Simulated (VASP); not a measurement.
Crystal: TiC.

```
Ti C
1.0
     0.00000    2.16572    2.25235
     2.16572    0.00000    2.25235
     2.16572    2.16572    0.00000
Ti C
1 1
Direct
  0.00000 0.00000 0.00000
  0.50000 0.50000 0.50000
```

Base run:

| Property | Result |
| --- | --- |
| Program | VASP 6.6.1 |
| Functional | PBE |
| Potentials or basis | VASP PAW PBE potentials, release 64 (Ti_sv, C) |
| Cutoff | 520 eV |
| k mesh | 9 × 9 × 9 |
| Occupations | fermi-dirac, width 0.05 eV |
| Spin | no spin polarisation |

Its results: band gap on the k mesh zero (band 8 reaches 9.73 eV, above the bottom of band 9 at 8.50 eV); pressure -7.9 GPa.

Problem. The run is repeated on the same cell with these changes: functional from PBE to PBEsol; further incar settings from ALGO = Normal; EDIFF = 1e-07; NBANDS = 15 to ALGO = Normal; EDIFF = 1e-06; NBANDS = 15. What comes out?

Solution. Band gap on the k mesh zero (band 8 reaches 9.59 eV, above the bottom of band 9 at 8.40 eV); pressure -14.5 GPa.

Caveats: the PAW data sets were made with another functional, which shifts forces and pressure a little (some runs).
